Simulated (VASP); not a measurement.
Runs of VASP 6.6.1 on TaN. Symmetry: F-43m, No. 216, cubic system. The conventional cell has a = 4.982 Å, b = 4.982 Å, c = 4.982 Å, α = 90.00°, β = 90.00°, γ = 90.00°. Ta (site symmetry -43m) has 4 N at 2.16 Å within 2.9 Å. Within 2.9 Å of N (site symmetry -43m) lie 4 Ta at 2.16 Å. 

```csv
potentials or basis,spin,cutoff (eV),second run,gap on the mesh (eV),pressure (GPa),moment (μB)
"VASP PAW PBE potentials, release 64 (Ta_pv, N)","collinear, ferrimagnetic start",520,-,none,-24.2,0.00
"VASP PAW PBE potentials, release 64 (Ta_pv, N)","collinear, zero start",520,-,none,-24.2,0.00
"VASP PAW PBE potentials, release 64 (Ta_pv, N)","collinear, ferromagnetic start",520,-,none,-24.2,0.06
"VASP PAW PBE potentials, release 64 (Ta_sv_GW, N)","collinear, zero start",660,valence_matched,none,(a),0.00
```

Alike in all rows: task single point; level r2SCAN+U; Ta d U = 4.0 eV, J = 0.9 eV; cell as given; k mesh 7 × 7 × 7; smearing gaussian 0.05 eV.

**Question.** Estimate the missing entries.

**Answer.** (a) -24.8.

Caveats: the PAW data sets were made with another functional, which shifts forces and pressure a little; spin-orbit coupling is left out, which moves the levels of the heavy elements.

A k mesh can miss the band edges, and the runs leave out spin-orbit coupling on Ta.

A gap of «none» marks levels without a gap at the run's occupations.

The runs don't all hold the same shells in valence.
